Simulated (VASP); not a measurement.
# W (Im-3m) in VASP: notebook

Runs on W. Level: r2SCAN. Tasks: single point.

Program: VASP 6.6.1. These are calculated values, not measurements. Logs are shortened: lines on timing, memory, paths and dates and some standing lists are left out, and cuts for length are marked.

## (1) The cell of the first run

The structure is cubic, space group Im-3m (No. 229). Conventional cell: a = 3.168 Å, b = 3.168 Å, c = 3.168 Å, α = 90.00°, β = 90.00°, γ = 90.00°. W (site symmetry m-3m) has 14 W at 2.74 to 3.17 Å within 3.6 Å.

## (2) Single point, r2SCAN

Contents of POSCAR:

```
W
1.0
   -1.5841843287     -1.5841843287     -1.5841843287
    1.5841843287      1.5841843287     -1.5841843287
    1.5841843287     -1.5841843287      1.5841843287
W
1
Direct
    0.0000000000      0.0000000000      0.0000000000
```

Contents of INCAR.step1:

```
  PREC = Accurate
  ENCUT = 520
  ISMEAR = 0
  SIGMA = 0.1
  LREAL = False
  LASPH = True
  NELM = 100
  NBANDS = 13
  GGA = PE
  ALGO = Normal
  EDIFF = 1E-4
  LWAVE = True
  LCHARG = False
```

Contents of INCAR.step2:

```
  PREC = Accurate
  ENCUT = 520
  EDIFF = 1E-6
  ISMEAR = 0
  SIGMA = 0.1
  LREAL = False
  LASPH = True
  NELM = 100
  ALGO = Normal
  ISIF = 2
  LWAVE = False
  LCHARG = False
  METAGGA = R2SCAN
  LMIXTAU = True
  NBANDS = 13
  ISTART = 1
```

Contents of KPOINTS:

```
regular mesh
0
Gamma
  18 18 18
```

Potentials or basis: VASP PAW PBE potentials, release 64 (W_sv).

Launch:

```console
$ cat potpaw_PBE.64/W_sv/POTCAR > POTCAR
$ cp INCAR.step1 INCAR
$ mpirun -np 1 vasp_std > vasp.out
$ cp INCAR.step2 INCAR
$ mpirun -np 1 vasp_std > vasp.out
```

OUTCAR:

```text
PREC = Accurate
   ENCUT = 520
   EDIFF = 1E-6
   ISMEAR = 0
   LREAL = False
   LASPH = True
   NELM = 100
   ISIF = 2
   METAGGA = R2SCAN
   ISTART = 1

 ion  position               nearest neighbor table
   1  0.000  0.000  0.000-

  LATTYP: Found a body centered cubic cell.
 ALAT       =     3.1683686574

  Lattice vectors:

 A1 = (  -1.5841843287,  -1.5841843287,  -1.5841843287)
 A2 = (   1.5841843287,   1.5841843287,  -1.5841843287)
 A3 = (   1.5841843287,  -1.5841843287,   1.5841843287)

Analysis of symmetry for initial positions (statically):
=====================================================================
 Subroutine PRICEL returns:
 Original cell was already a primitive cell.

 Routine SETGRP: Setting up the symmetry group for a
 body centered cubic supercell.

 Subroutine GETGRP returns: Found 48 space group operations
 (whereof 48 operations were pure point group operations)
 out of a pool of 48 trial point group operations.

The static configuration has the point symmetry O_h .

Analysis of symmetry for dynamics (positions and initial velocities):
=====================================================================
 Subroutine PRICEL returns:
 Original cell was already a primitive cell.

 Routine SETGRP: Setting up the symmetry group for a
 body centered cubic supercell.

 Subroutine GETGRP returns: Found 48 space group operations
 (whereof 48 operations were pure point group operations)
 out of a pool of 48 trial point group operations.

The dynamic configuration has the point symmetry O_h .

 Subroutine INISYM returns: Found 48 space group operations
 (whereof 48 operations are pure point group operations),
 and found     1 'primitive' translations

----------------------------------------------------------------------------------------

                                     Primitive cell

  volume of cell :      15.9029

  direct lattice vectors                    reciprocal lattice vectors
    -1.584184329 -1.584184329 -1.584184329     0.000000000 -0.315619837 -0.315619837
     1.584184329  1.584184329 -1.584184329     0.315619837  0.000000000 -0.315619837
     1.584184329 -1.584184329  1.584184329     0.315619837 -0.315619837  0.000000000

  length of vectors
     2.743887746  2.743887746  2.743887746     0.446353854  0.446353854  0.446353854

  position of ions in fractional coordinates (direct lattice)
     0.000000000  0.000000000  0.000000000

  ion indices of the primitive-cell ions
   primitive index   ion index
                 1           1

----------------------------------------------------------------------------------------

 KPOINTS: regular mesh

Automatic generation of k-mesh.
 Grid dimensions read from file:
 generate k-points for:   18   18   18

 Generating k-lattice:

  Cartesian coordinates                     Fractional coordinates (reciprocal lattice)
     0.000000000 -0.017534435 -0.017534435     0.055555556  0.000000000  0.000000000
     0.017534435  0.000000000 -0.017534435     0.000000000  0.055555556  0.000000000
     0.017534435 -0.017534435  0.000000000     0.000000000  0.000000000  0.055555556

  Length of vectors
     0.024797436  0.024797436  0.024797436

  Shift w.r.t. Gamma in fractional coordinates (k-lattice)
     0.000000000  0.000000000  0.000000000

 Subroutine IBZKPT returns following result:
 ===========================================

 Found    195 irreducible k-points:

 Following reciprocal coordinates:
            Coordinates               Weight
  0.000000  0.000000  0.000000      1.000000
  0.055556  0.000000  0.000000     12.000000
  0.111111  0.000000  0.000000     12.000000
  0.166667  0.000000  0.000000     12.000000
  0.222222  0.000000  0.000000     12.000000
  0.277778  0.000000  0.000000     12.000000
[... 16 lines left out ...]
  0.333333  0.111111 -0.000000     48.000000
  0.388889  0.111111 -0.000000     48.000000
 [... further k-points ...]
   k-points           NKPTS =    195   k-points in BZ     NKDIM =    195   number of bands    NBANDS=     13
   number of dos      NEDOS =    301   number of ions     NIONS =      1
   total plane-waves  NPLWV =   8000
   dimension x,y,z NGX =    20 NGY =   20 NGZ =   20
   dimension x,y,z NGXF=    40 NGYF=   40 NGZF=   40
   ions per type =               1
   NGX,Y,Z   is equivalent  to a cutoff of  12.12, 12.12, 12.12 a.u.
   NGXF,Y,Z  is equivalent  to a cutoff of  24.24, 24.24, 24.24 a.u.
 SYSTEM =  unknown system
   PREC   = accura    normal or accurate (medium, high low for compatibility)
   ISTART =      1    job   : 0-new  1-cont  2-samecut
   ICHARG =      0    charge: 1-file 2-atom 10-const
   ISPIN  =      1    spin polarized calculation?
   LNONCOLLINEAR =      F non collinear calculations
   LSORBIT =      F    spin-orbit coupling
   LASPH  =      T    aspherical Exc in radial PAW
   ENCUT  =  520.0 eV  38.22 Ry    6.18 a.u.   5.10  5.10  5.10*2*pi/ulx,y,z
   NELM   =    100;   NELMIN=  2; NELMDL=  0     # of ELM steps
   EDIFF  = 0.1E-05   stopping-criterion for ELM
   LREAL  =      F    real-space projection
   EDIFFG = 0.1E-04   stopping-criterion for IOM
   NSW    =      0    number of steps for IOM
   IBRION =     -1    ionic relax: 0-MD 1-quasi-New 2-CG
   NFREE  =      0    steps in history (QN), initial steepest desc. (CG)
   ISIF   =      2    stress and relaxation
   ISYM   =      2    0-nonsym 1-usesym 2-fastsym
   POTIM  = 0.5000    time-step for ionic-motion
   TEBEG  =    0.0;   TEEND  =   0.0 temperature during run
   PSTRESS=    0.0 pullay stress
   NELECT =      14.0000    total number of electrons
   NUPDOWN=      -1.0000    fix difference up-down
   EMIN   =  10.00;   EMAX   =-10.00  energy-range for DOS
   EFERMI =   0.00;   METHOD = LEGACY
   ISMEAR =     0;   SIGMA  =   0.10  broadening in eV -4-tet -1-fermi 0-gaus
   EFERMI_NEDOS =   21; number of points for ismear=-14 and -15
   IALGO  =     38    algorithm
   IMIX   =      4    mixing-type and parameters
     AMIX     =   0.40;   BMIX     =  1.00
     AMIX_MAG =   1.60;   BMIX_MAG =  1.00
  volume/ion in A,a.u.               =      15.90       107.32
  Fermi-wavevector in a.u.,A,eV,Ry     =   1.569008  2.964995 33.494630  2.461786
  Thomas-Fermi vector in A             =   2.670954
   LORBIT       =      0    0 simple, 1 ext, 2 COOP (PROOUT), +10 PAW based schemes
   METAGGA = R2SCAN    functional components
   LHFCALC =     F    Hartree Fock is set to
   AEXX    =    0.0000 exact exchange contribution
   IVDW    =     0    specifies the selected vdW correction
   LEPSILON=     F    determine dielectric tensor
   LRPA    =     F    only Hartree local field effects (RPA)
 non-spin polarized calculation
 Gauss-broadening in eV      SIGMA  =   0.10
  energy-cutoff  :      520.00
  volume of cell :       15.90
 maximum number of plane-waves:       444
   NGX = 11   NGY = 11   NGZ = 11

 number of electron      14.0000003 magnetization

 Free energy of the ion-electron system (eV)
  ---------------------------------------------------
  ext. energy  EPLUGINS =         0.00000000
  ---------------------------------------------------
  free energy    TOTEN  =       -51.34755178 eV

  energy without entropy =      -51.34395865  energy(sigma->0) =      -51.34575522

 E-fermi :  11.2368     XC(G=0): -14.9373

 val. band max:       11.2267399659   @ k =  -0.1667   0.1667   0.0556
 cond. band min:      11.2487750762   @ k =  -0.3889   0.3889   0.2778
 fundamental gap:      0.0220351103
 Fermi energy:        11.2368248387

 k-point     1 :       0.0000    0.0000    0.0000
  band No.  band energies     occupation
      1     -64.8684      2.00000
      2     -27.7339      2.00000
      3     -27.7339      2.00000
      4     -27.7339      2.00000
      5       1.1325      2.00000
      6       9.9685      2.00000
      7       9.9685      2.00000
      8       9.9685      2.00000
      9      13.8025      0.00000
     10      13.8025      0.00000
     11      26.4947      0.00000
     12      26.4947      0.00000
     13      26.4947      0.00000

 k-point     2 :       0.0556    0.0000    0.0000
  band No.  band energies     occupation
      1     -64.8639      2.00000
      2     -27.7783      2.00000
      3     -27.7476      2.00000
      4     -27.7341      2.00000
      5       1.2885      2.00000
      6       9.8721      2.00000
      7       9.9461      2.00000
      8      10.1181      2.00000
      9      13.6450      0.00000
     10      13.8018      0.00000
     11      26.6279      0.00000
     12      26.7605      0.00000
     13      26.8732      0.00000

 k-point     3 :       0.1111    0.0000    0.0000
  band No.  band energies     occupation
      1     -64.8511      2.00000
      2     -27.9049      2.00000
      3     -27.7870      2.00000
      4     -27.7347      2.00000
      5       1.7391      2.00000
      6       9.6061      2.00000
      7       9.8520      2.00000
      8      10.5620      2.00000
      9      13.3046      0.00000
     10      13.8078      0.00000
     11      26.9599      0.00000
     12      27.5331      0.00000
     13      27.8312      0.00000

 k-point     4 :       0.1667    0.0000    0.0000
  band No.  band energies     occupation
      1     -64.8313      2.00000
      2     -28.0951      2.00000
      3     -27.8468      2.00000
      4     -27.7357      2.00000
      5       2.4290      2.00000
      6       9.2267      2.00000
      7       9.6448      2.00000
      8      11.2847      0.49829
      9      13.0443      0.00000
     10      13.8404      0.00000
     11      27.2448      0.00000
     12      28.7497      0.00000
     13      28.8353      0.00000

 k-point     5 :       0.2222    0.0000    0.0000
  band No.  band energies     occupation
      1     -64.8070      2.00000
      2     -28.3225      2.00000
      3     -27.9193      2.00000
      4     -27.7369      2.00000
      5       3.2506      2.00000
      6       8.7999      2.00000
      7       9.3863      2.00000
      8      12.2587      0.00000
      9      13.0181      0.00000
     10      13.9202      0.00000
     11      27.0525      0.00000
     12      28.9409      0.00000
     13      30.3318      0.00000
[... 257 lines left out ...]
 k-point    22 :       0.2778    0.1111    0.0000
  band No.  band energies     occupation
      1     -64.7501      2.00000
      2     -28.7708      2.00000
      3     -28.0940      2.00000
      4     -27.7971      2.00000
      5       4.9576      2.00000
      6       8.0619      2.00000
      7       9.1377      2.00000
      8      13.0896      0.00000
      9      14.5305      0.00000
     10      15.4520      0.00000
     11      25.1271      0.00000
     12      26.5922      0.00000
     13      31.2072      0.00000

 k-point    23 :       0.3333    0.1111   -0.0000
  band No.  band energies     occupation
      1     -64.7313      2.00000
      2     -28.9157      2.00000
      3     -28.1640      2.00000
      4     -27.7998      2.00000
      5       5.1488      2.00000
      6       7.8165      2.00000
      7       9.7940      2.00000
      8      13.3797      0.00000
      9      14.6728      0.00000
     10      16.7822      0.00000
     11      23.8557      0.00000
     12      25.2343      0.00000
     13      29.8484      0.00000

 k-point    24 :       0.3889    0.1111   -0.0000
  band No.  band energies     occupation
      1     -64.7190      2.00000
      2     -29.0088      2.00000
      3     -28.2098      2.00000
      4     -27.8013      2.00000
      5       5.1555      2.00000
      6       7.6662      2.00000
      7      10.5252      2.00000
      8      13.4866      0.00000
      9      14.8854      0.00000
     10      17.8501      0.00000
     11      22.7160      0.00000
     12      24.4245      0.00000
     13      28.7905      0.00000

 [... further k-points ...]

------------------------ aborting loop because EDIFF is reached ----------------------------------------

  FORCE on cell =-STRESS in cart. coord.  units (eV):
  Direction    XX          YY          ZZ          XY          YZ          ZX
  --------------------------------------------------------------------------------------
  -------------------------------------------------------------------------------------
  Total        0.1236637      0.1236637      0.1236637      0.0000000     -0.0000000      0.0000000
  in kB       12.4587898     12.4587898     12.4587898      0.0000000     -0.0000000      0.0000000
  external PRESSURE =      12.4587898 kB  Pullay stress =       0.0000000 kB

 VOLUME and BASIS-vectors are now :
 -----------------------------------------------------------------------------
  energy-cutoff  :      520.00
  volume of cell :       15.90
      direct lattice vectors                 reciprocal lattice vectors
    -1.584184329 -1.584184329 -1.584184329     0.000000000 -0.315619837 -0.315619837
     1.584184329  1.584184329 -1.584184329     0.315619837  0.000000000 -0.315619837
     1.584184329 -1.584184329  1.584184329     0.315619837 -0.315619837  0.000000000

 POSITION                                       TOTAL-FORCE (eV/Angst)
 -----------------------------------------------------------------------------------
      0.00000      0.00000      0.00000         0.000000     -0.000000      0.000000
 -----------------------------------------------------------------------------------
    total drift:                                0.000000     -0.000000     -0.000000

  FREE ENERGIE OF THE ION-ELECTRON SYSTEM (eV)
  ---------------------------------------------------
  free  energy   TOTEN  =       -51.3475517831 eV

  energy  without entropy=      -51.3439586496  energy(sigma->0) =      -51.34575522
```

Wall time 48 s (1 thread of Intel Xeon 6975P-C (Granite Rapids), shared host); peak memory 0.15 GiB.

Results:

| Item | Value |
| --- | --- |
| Free energy | -51.3476 eV |
| Pressure | 1.2 GPa |
| Band gap on the k mesh | zero (band 7 reaches 16.56 eV, above the bottom of band 8 at 9.97 eV) |

Caveat: the PAW data sets were made with another functional, which shifts forces and pressure a little; spin-orbit coupling is left out, which moves the levels of the heavy elements.

(Part 1 of 2 ends here.)
